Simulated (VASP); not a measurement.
Wanted: the native input for a VASP 6.6.1 run.

```
Task                   : single point
Functional             : PBE
Potentials or basis    : VASP PAW PBE potentials, release 64 (Cd)
Cutoff                 : 520 eV
k mesh                 : 22 × 22 × 22
Occupations            : gaussian, width 0.1 eV
Spin                   : no spin polarisation
Dipole correction      : no
Further INCAR settings : ALGO = Normal; EDIFF = 1e-07; NBANDS = 12
```

The structure of Cd lies in POSCAR:

```
Cd
1.0
   -1.8007789163      1.8007789163      1.8007789163
    1.8007789163     -1.8007789163      1.8007789163
    1.8007789163      1.8007789163     -1.8007789163
Cd
1
Direct
    0.0000000000      0.0000000000      0.0000000000
```

The input as run:

INCAR

```
PREC = Accurate
ENCUT = 520
EDIFF = 1E-7
ISMEAR = 0
SIGMA = 0.1
LREAL = F
LASPH = T
NELM = 100
ALGO = Normal
ISIF = 2
LWAVE = F
LCHARG = T
GGA = PE
LELF = T
LVHAR = T
NBANDS = 12
```

KPOINTS

```
Automatic mesh
0
Gamma
  22 22 22
```

Potentials or basis: VASP PAW PBE potentials, release 64 (Cd).

Command:

```sh
$ cat potpaw_PBE.64/Cd/POTCAR > POTCAR
$ mpirun -np 1 vasp_std > vasp.out
```

It gave:

The pressure is 0.2 GPa. The band gap on the k mesh is zero (band 6 reaches 5.81 eV, above the bottom of band 7 at 1.41 eV).

It took 43 s on 1 thread of Intel(R) Xeon(R) Platinum 8259CL CPU @ 2.50GHz (Skylake/Cascade Lake), with other jobs on the host, peak memory 0.2 GiB.
